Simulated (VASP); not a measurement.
# SnSe (Fm-3m) in VASP: a series of runs

The runs below take SnSe through single point, with PBE, r2SCAN.

Program: VASP 6.6.1. These are calculated values, not measurements. Logs are shortened: lines on timing, memory, paths and dates and some standing lists are left out, and cuts for length are marked.

## Step 1: The cell of the first run

It takes space group Fm-3m (No. 225, cubic). Conventional cell: a = 5.970 Å, b = 5.970 Å, c = 5.970 Å, α = 90.00°, β = 90.00°, γ = 90.00°. Sn (site symmetry m-3m) has 6 Se at 2.98 Å within 3.9 Å. Se (site symmetry m-3m) has 6 Sn at 2.98 Å within 3.9 Å.

## Step 2: Single point, PBE

Contents of INCAR:

```
PREC = Accurate ; ENCUT = 520
EDIFF = 1E-7 ; ISMEAR = 0
SIGMA = 0.01 ; LREAL = F
LASPH = T ; NELM = 80
ALGO = Normal ; ISIF = 2
LWAVE = F ; LCHARG = T
GGA = PE ; LELF = T
LVHAR = T ; NBANDS = 17
```

Contents of KPOINTS:

```
Automatic mesh
0
Gamma
  8 8 8
```

Contents of POSCAR:

```
SnSe
1.0
    0.0000000000      2.9848894965      2.9848894965
    2.9848894965      0.0000000000      2.9848894965
    2.9848894965      2.9848894965      0.0000000000
Sn Se
1 1
Direct
    0.0000000000      0.0000000000      0.0000000000
    0.5000000000      0.5000000000      0.5000000000
```

Potentials or basis: VASP PAW PBE potentials, release 64 (Sn_d, Se).

Command:

```
$ cat potpaw_PBE.64/Sn_d/POTCAR potpaw_PBE.64/Se/POTCAR > POTCAR
$ mpirun -np 1 vasp_std > vasp.out
```

OUTCAR:

```text
PREC = Accurate
   ENCUT = 520
   EDIFF = 1E-7
   ISMEAR = 0
   LREAL = F
   LASPH = T
   NELM = 80
   ISIF = 2
   GGA = PE

 ion  position               nearest neighbor table
   1  0.000  0.000  0.000-   2 2.98   2 2.98   2 2.98   2 2.98   2 2.98   2 2.98
   2  0.500  0.500  0.500-   1 2.98   1 2.98   1 2.98   1 2.98   1 2.98   1 2.98

  LATTYP: Found a face centered cubic cell.
 ALAT       =     5.9697789930

  Lattice vectors:

 A1 = (   0.0000000000,   2.9848894965,   2.9848894965)
 A2 = (   2.9848894965,   0.0000000000,   2.9848894965)
 A3 = (   2.9848894965,   2.9848894965,   0.0000000000)

Analysis of symmetry for initial positions (statically):
=====================================================================
 Subroutine PRICEL returns:
 Original cell was already a primitive cell.

 Routine SETGRP: Setting up the symmetry group for a
 face centered cubic supercell.

 Subroutine GETGRP returns: Found 48 space group operations
 (whereof 48 operations were pure point group operations)
 out of a pool of 48 trial point group operations.

The static configuration has the point symmetry O_h .

Analysis of symmetry for dynamics (positions and initial velocities):
=====================================================================
 Subroutine PRICEL returns:
 Original cell was already a primitive cell.

 Routine SETGRP: Setting up the symmetry group for a
 face centered cubic supercell.

 Subroutine GETGRP returns: Found 48 space group operations
 (whereof 48 operations were pure point group operations)
 out of a pool of 48 trial point group operations.

The dynamic configuration has the point symmetry O_h .

 Subroutine INISYM returns: Found 48 space group operations
 (whereof 48 operations are pure point group operations),
 and found     1 'primitive' translations

----------------------------------------------------------------------------------------

                                     Primitive cell

  volume of cell :      53.1881

  direct lattice vectors                    reciprocal lattice vectors
     0.000000000  2.984889497  2.984889497    -0.167510389  0.167510389  0.167510389
     2.984889497  0.000000000  2.984889497     0.167510389 -0.167510389  0.167510389
     2.984889497  2.984889497  0.000000000     0.167510389  0.167510389 -0.167510389

  length of vectors
     4.221271208  4.221271208  4.221271208     0.290136504  0.290136504  0.290136504

  position of ions in fractional coordinates (direct lattice)
     0.000000000  0.000000000  0.000000000
     0.500000000  0.500000000  0.500000000

  ion indices of the primitive-cell ions
   primitive index   ion index
                 1           1
                 2           2

----------------------------------------------------------------------------------------

 KPOINTS: Automatic mesh

Automatic generation of k-mesh.
 Grid dimensions read from file:
 generate k-points for:    8    8    8

 Generating k-lattice:

  Cartesian coordinates                     Fractional coordinates (reciprocal lattice)
    -0.020938799  0.020938799  0.020938799     0.125000000  0.000000000  0.000000000
     0.020938799 -0.020938799  0.020938799     0.000000000  0.125000000  0.000000000
     0.020938799  0.020938799 -0.020938799     0.000000000  0.000000000  0.125000000

  Length of vectors
     0.036267063  0.036267063  0.036267063

  Shift w.r.t. Gamma in fractional coordinates (k-lattice)
     0.000000000  0.000000000  0.000000000

 Subroutine IBZKPT returns following result:
 ===========================================

 Found     29 irreducible k-points:

 Following reciprocal coordinates:
            Coordinates               Weight
  0.000000  0.000000  0.000000      1.000000
  0.125000  0.000000  0.000000      8.000000
  0.250000  0.000000  0.000000      8.000000
  0.375000  0.000000  0.000000      8.000000
  0.500000  0.000000  0.000000      4.000000
  0.125000  0.125000  0.000000      6.000000
[... 16 lines left out ...]
  0.500000  0.250000  0.125000     48.000000
 -0.375000  0.250000  0.125000     24.000000
 [... further k-points ...]
   k-points           NKPTS =     29   k-points in BZ     NKDIM =     29   number of bands    NBANDS=     17
   number of dos      NEDOS =    301   number of ions     NIONS =      2
   total plane-waves  NPLWV =  32768
   dimension x,y,z NGX =    32 NGY =   32 NGZ =   32
   dimension x,y,z NGXF=    64 NGYF=   64 NGZF=   64
   ions per type =               1   1
   NGX,Y,Z   is equivalent  to a cutoff of  12.60, 12.60, 12.60 a.u.
   NGXF,Y,Z  is equivalent  to a cutoff of  25.21, 25.21, 25.21 a.u.
 SYSTEM =  unknown system
   PREC   = accura    normal or accurate (medium, high low for compatibility)
   ISTART =      0    job   : 0-new  1-cont  2-samecut
   ICHARG =      2    charge: 1-file 2-atom 10-const
   ISPIN  =      1    spin polarized calculation?
   LNONCOLLINEAR =      F non collinear calculations
   LSORBIT =      F    spin-orbit coupling
   LASPH  =      T    aspherical Exc in radial PAW
   ENCUT  =  520.0 eV  38.22 Ry    6.18 a.u.   7.85  7.85  7.85*2*pi/ulx,y,z
   NELM   =     80;   NELMIN=  2; NELMDL= -5     # of ELM steps
   EDIFF  = 0.1E-06   stopping-criterion for ELM
   LREAL  =      F    real-space projection
   EDIFFG = 0.1E-05   stopping-criterion for IOM
   NSW    =      0    number of steps for IOM
   IBRION =     -1    ionic relax: 0-MD 1-quasi-New 2-CG
   NFREE  =      0    steps in history (QN), initial steepest desc. (CG)
   ISIF   =      2    stress and relaxation
   ISYM   =      2    0-nonsym 1-usesym 2-fastsym
   POTIM  = 0.5000    time-step for ionic-motion
   TEBEG  =    0.0;   TEEND  =   0.0 temperature during run
   PSTRESS=    0.0 pullay stress
   NELECT =      20.0000    total number of electrons
   NUPDOWN=      -1.0000    fix difference up-down
   EMIN   =  10.00;   EMAX   =-10.00  energy-range for DOS
   EFERMI =   0.00;   METHOD = LEGACY
   ISMEAR =     0;   SIGMA  =   0.01  broadening in eV -4-tet -1-fermi 0-gaus
   EFERMI_NEDOS =   21; number of points for ismear=-14 and -15
   IALGO  =     38    algorithm
   IMIX   =      4    mixing-type and parameters
     AMIX     =   0.40;   BMIX     =  1.00
     AMIX_MAG =   1.60;   BMIX_MAG =  1.00
  volume/ion in A,a.u.               =      26.59       179.47
  Fermi-wavevector in a.u.,A,eV,Ry     =   1.181626  2.232949 18.996987  1.396239
  Thomas-Fermi vector in A             =   2.317895
   LORBIT       =      0    0 simple, 1 ext, 2 COOP (PROOUT), +10 PAW based schemes
   GGA     = PE    functional components
   LHFCALC =     F    Hartree Fock is set to
   AEXX    =    0.0000 exact exchange contribution
   IVDW    =     0    specifies the selected vdW correction
   LEPSILON=     F    determine dielectric tensor
   LRPA    =     F    only Hartree local field effects (RPA)
 non-spin polarized calculation
 Gauss-broadening in eV      SIGMA  =   0.01
  energy-cutoff  :      520.00
  volume of cell :       53.19
 maximum number of plane-waves:      1459
   NGX = 15   NGY = 15   NGZ = 15

 number of electron      20.0000008 magnetization

 Free energy of the ion-electron system (eV)
  ---------------------------------------------------
  ext. energy  EPLUGINS =         0.00000000
  ---------------------------------------------------
  free energy    TOTEN  =        -8.20505301 eV

  energy without entropy =       -8.20505301  energy(sigma->0) =       -8.20505301

 E-fermi :   5.9147     XC(G=0):  -9.7146

 val. band max:        5.8483414510   @ k =   0.5000   0.0000   0.0000
 cond. band min:       6.5432412172   @ k =   0.5000   0.0000   0.0000
 fundamental gap:      0.6948997661
 Fermi energy:         5.9147149880

 k-point     1 :       0.0000    0.0000    0.0000
  band No.  band energies     occupation
      1     -15.7314      2.00000
      2     -15.7314      2.00000
      3     -15.7314      2.00000
      4     -15.7303      2.00000
      5     -15.7303      2.00000
      6      -8.1710      2.00000
[... 9 lines left out ...]
     16      11.7042      0.00000
     17      14.0535      0.00000

 k-point     2 :       0.1250    0.0000    0.0000
  band No.  band energies     occupation
      1     -15.7318      2.00000
      2     -15.7318      2.00000
      3     -15.7309      2.00000
      4     -15.7290      2.00000
      5     -15.7290      2.00000
      6      -8.0566      2.00000
[... 9 lines left out ...]
     16      12.0842      0.00000
     17      15.1183      0.00000

 k-point     3 :       0.2500    0.0000    0.0000
  band No.  band energies     occupation
      1     -15.7350      2.00000
      2     -15.7350      2.00000
      3     -15.7300      2.00000
      4     -15.7240      2.00000
      5     -15.7239      2.00000
      6      -7.7472      2.00000
[... 9 lines left out ...]
     16      13.0604      0.00000
     17      17.3187      0.00000

 k-point     4 :       0.3750    0.0000    0.0000
  band No.  band energies     occupation
      1     -15.7382      2.00000
      2     -15.7382      2.00000
      3     -15.7291      2.00000
      4     -15.7189      2.00000
      5     -15.7189      2.00000
      6      -7.3706      2.00000
[... 9 lines left out ...]
     16      14.5591      0.00000
     17      17.4526      0.00000

 k-point     5 :       0.5000    0.0000    0.0000
  band No.  band energies     occupation
      1     -15.7395      2.00000
      2     -15.7395      2.00000
      3     -15.7287      2.00000
      4     -15.7168      2.00000
      5     -15.7168      2.00000
      6      -7.1841      2.00000
[... 9 lines left out ...]
     16      16.1052      0.00000
     17      16.1052      0.00000

 k-point     6 :       0.1250    0.1250    0.0000
  band No.  band energies     occupation
      1     -15.7335      2.00000
      2     -15.7324      2.00000
      3     -15.7290      2.00000
      4     -15.7286      2.00000
      5     -15.7286      2.00000
      6      -8.0183      2.00000
[... 9 lines left out ...]
     16      12.7802      0.00000
     17      14.2570      0.00000

 k-point     7 :       0.2500    0.1250    0.0000
  band No.  band energies     occupation
      1     -15.7375      2.00000
      2     -15.7322      2.00000
      3     -15.7307      2.00000
      4     -15.7253      2.00000
      5     -15.7233      2.00000
      6      -7.7729      2.00000
[... 9 lines left out ...]
     16      13.7530      0.00000
     17      15.5707      0.00000

 k-point     8 :       0.3750    0.1250    0.0000
  band No.  band energies     occupation
      1     -15.7410      2.00000
      2     -15.7338      2.00000
      3     -15.7300      2.00000
      4     -15.7218      2.00000
      5     -15.7182      2.00000
      6      -7.4122      2.00000
[... 9 lines left out ...]
     16      15.1673      0.00000
     17      17.3761      0.00000
[... 203 lines left out ...]
      1     -15.7587      2.00000
      2     -15.7364      2.00000
      3     -15.7239      2.00000
      4     -15.7139      2.00000
      5     -15.7131      2.00000
      6      -6.9340      2.00000
[... 9 lines left out ...]
     16      17.1791      0.00000
     17      17.5017      0.00000

 k-point    20 :      -0.3750    0.3750    0.0000
  band No.  band energies     occupation
      1     -15.7542      2.00000
      2     -15.7314      2.00000
      3     -15.7275      2.00000
      4     -15.7170      2.00000
      5     -15.7145      2.00000
      6      -6.8882      2.00000
[... 9 lines left out ...]
     16      15.8422      0.00000
     17      18.2788      0.00000

 k-point    21 :       0.5000    0.5000    0.0000
  band No.  band energies     occupation
      1     -15.7627      2.00000
      2     -15.7386      2.00000
      3     -15.7218      2.00000
      4     -15.7119      2.00000
      5     -15.7119      2.00000
      6      -6.8832      2.00000
[... 9 lines left out ...]
     16      17.7279      0.00000
     17      18.5550      0.00000

 k-point    22 :       0.3750    0.2500    0.1250
  band No.  band energies     occupation
      1     -15.7416      2.00000
      2     -15.7320      2.00000
      3     -15.7309      2.00000
      4     -15.7220      2.00000
      5     -15.7199      2.00000
      6      -7.4989      2.00000
[... 9 lines left out ...]
     16      15.3662      0.00000
     17      15.5276      0.00000

 k-point    23 :       0.5000    0.2500    0.1250
  band No.  band energies     occupation
      1     -15.7445      2.00000
      2     -15.7330      2.00000
      3     -15.7289      2.00000
      4     -15.7202      2.00000
      5     -15.7173      2.00000
      6      -7.1782      2.00000
[... 9 lines left out ...]
     16      15.6242      0.00000
     17      17.0673      0.00000

 k-point    24 :      -0.3750    0.2500    0.1250
  band No.  band energies     occupation
      1     -15.7456      2.00000
      2     -15.7342      2.00000
      3     -15.7258      2.00000
      4     -15.7216      2.00000
      5     -15.7158      2.00000
      6      -7.0260      2.00000
[... 9 lines left out ...]
     16      16.7422      0.00000
     17      16.8035      0.00000

 [... further k-points ...]

------------------------ aborting loop because EDIFF is reached ----------------------------------------

  FORCE on cell =-STRESS in cart. coord.  units (eV):
  Direction    XX          YY          ZZ          XY          YZ          ZX
  --------------------------------------------------------------------------------------
  -------------------------------------------------------------------------------------
  Total        0.7737917      0.7737917      0.7737917     -0.0000000     -0.0000000      0.0000000
  in kB       23.3087967     23.3087967     23.3087967     -0.0000000     -0.0000000      0.0000000
  external PRESSURE =      23.3087967 kB  Pullay stress =       0.0000000 kB

 VOLUME and BASIS-vectors are now :
 -----------------------------------------------------------------------------
  energy-cutoff  :      520.00
  volume of cell :       53.19
      direct lattice vectors                 reciprocal lattice vectors
     0.000000000  2.984889497  2.984889497    -0.167510389  0.167510389  0.167510389
     2.984889497  0.000000000  2.984889497     0.167510389 -0.167510389  0.167510389
     2.984889497  2.984889497  0.000000000     0.167510389  0.167510389 -0.167510389

 POSITION                                       TOTAL-FORCE (eV/Angst)
 -----------------------------------------------------------------------------------
      0.00000      0.00000      0.00000         0.000000      0.000000      0.000000
      2.98489      2.98489      2.98489        -0.000000     -0.000000     -0.000000
 -----------------------------------------------------------------------------------
    total drift:                                0.000000     -0.000000     -0.000000

  FREE ENERGIE OF THE ION-ELECTRON SYSTEM (eV)
  ---------------------------------------------------
  free  energy   TOTEN  =        -8.2050530134 eV

  energy  without entropy=       -8.2050530134  energy(sigma->0) =       -8.20505301
```

Run time: 24 s. Hardware: 1 thread of Intel Xeon Platinum 8259CL at 2.50GHz (Skylake/Cascade Lake), shared host; peak memory 0.19 GiB.

Results:

```
Free energy            : -8.2051 eV
Pressure               : 2.3 GPa
Band gap on the k mesh : 0.69 eV, direct
```

Levels at points of the mesh, in eV from the valence-band top:
```
           k point  band 6  band 7  band 8  band 9  band 10  band 11  band 12  band 13  band 14  band 15
(0.00, 0.00, 0.00)  -14.02   -4.96   -2.24   -2.24    -2.24     4.43     4.43     4.43     5.86     5.86
(0.50, 0.00, 0.00)  -13.03   -8.16   -1.99   -1.99     0.00     0.69     1.26     1.26     8.34    10.25
(0.50, 0.50, 0.00)  -12.73   -5.99   -5.62   -3.74    -3.74     2.96     5.51     5.51     6.15    10.55
```

Caveat: spin-orbit coupling is left out, which moves the levels of the heavy elements.

## Step 3: Single point, r2SCAN

POSCAR is that of step 2.

Contents of INCAR.step1:

```
SYSTEM = SnSe
PREC = Accurate
ENCUT = 520
ISMEAR = 0
SIGMA = 0.01
LREAL = .False.
LASPH = .True.
NELM = 80
NBANDS = 17
GGA = PE
ALGO = Normal
EDIFF = 1E-4
LWAVE = .True.
LCHARG = .False.
```

Contents of INCAR.step2:

```
SYSTEM = SnSe
PREC = Accurate
ENCUT = 520
EDIFF = 1E-6
ISMEAR = 0
SIGMA = 0.01
LREAL = .False.
LASPH = .True.
NELM = 80
ALGO = Normal
ISIF = 2
LWAVE = .False.
LCHARG = .False.
METAGGA = R2SCAN
LMIXTAU = .True.
NBANDS = 17
ISTART = 1
```

Contents of KPOINTS:

```
Automatic mesh
0
Gamma
  8 8 8
  0 0 0
```

Potentials or basis: VASP PAW PBE potentials, release 64 (Sn_d, Se).

Command:

```
$ cat potpaw_PBE.64/Sn_d/POTCAR potpaw_PBE.64/Se/POTCAR > POTCAR
$ cp INCAR.step1 INCAR
$ mpirun -np 1 vasp_std > vasp.out
$ cp INCAR.step2 INCAR
$ mpirun -np 1 vasp_std > vasp.out
```

Run time: 71 s. Hardware: 1 thread of Intel Xeon Platinum 8259CL at 2.50GHz (Skylake/Cascade Lake), shared host; peak memory 0.19 GiB.

It converged, with:

```yaml
Free_energy: -39.8737 eV
Pressure: 1.3 GPa
Band_gap_on_the_k_mesh: 0.57 eV, direct
```

Levels at points of the mesh, in eV from the valence-band top:
```
           k point  band 7  band 8  band 9  band 10  band 11  band 12  band 13  band 14
(0.00, 0.00, 0.00)   -5.15   -2.71   -2.71    -2.71     4.47     4.47     4.47     6.02
(0.50, 0.00, 0.00)   -8.70   -2.43   -2.43     0.00     0.57     1.13     1.13     8.66
(0.50, 0.50, 0.00)   -6.35   -6.12   -4.22    -4.22     3.04     5.62     5.62     6.34
```

Caveat: the PAW data sets were made with another functional, which shifts forces and pressure a little; spin-orbit coupling is left out, which moves the levels of the heavy elements. A k mesh can miss the band edges.
